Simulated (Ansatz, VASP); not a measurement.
# One calculation of SiO2, two programs

```
Si O
1.0
     4.23588    0.00000    0.00000
     0.00000    3.93937    0.00000
     0.00000    0.00000    2.68977
Si O
2 4
Direct
  0.50000 0.50000 0.50000
  0.00000 0.00000 0.00000
  0.64644 0.73959 0.00000
  0.14644 0.76041 0.50000
  0.35356 0.26041 0.00000
  0.85356 0.23959 0.50000
```

Change from the starting cell: mode 4 frozen in at -0.279 Å, normal strain along y -0.0700.

Alike in both runs: task single point; functional PBE; k mesh 6 × 6 × 8; occupations gaussian, width 0.05 eV; no spin polarisation.

|  | VASP | Ansatz |
| --- | --- | --- |
| version | VASP 6.6.1 | Ansatz 0.2.0 |
| potentials or method | VASP PAW PBE potentials, release 64 (Si, O), cutoff 520 eV | scalar-relativistic, plane waves, PAW |
| valence electrons in the cell | 32 | 32 |

Ansatz gave:

```
gap on the k mesh at the Fermi level (eV)                     : 6.09
least direct gap on the mesh (eV)                             : 6.09
pressure (GPa)                                                : 17.7
traceless stress, the component that is largest in VASP (GPa) : -13.18
rms of the force components (eV/Å)                            : 0.613
```

**Question.** Estimate VASP's values.

**Answer.** gap on the k mesh at the Fermi level (eV): 6.06; least direct gap on the mesh (eV): 6.06; pressure (GPa): 18.0; traceless stress, the component that is largest in VASP (GPa): -12.66; rms of the force components (eV/Å): 0.621.

Atom by atom the forces differ by 0.009 eV/Å (rms over components). With one functional, cell and mesh, what is left measures potentials, basis and numerics.
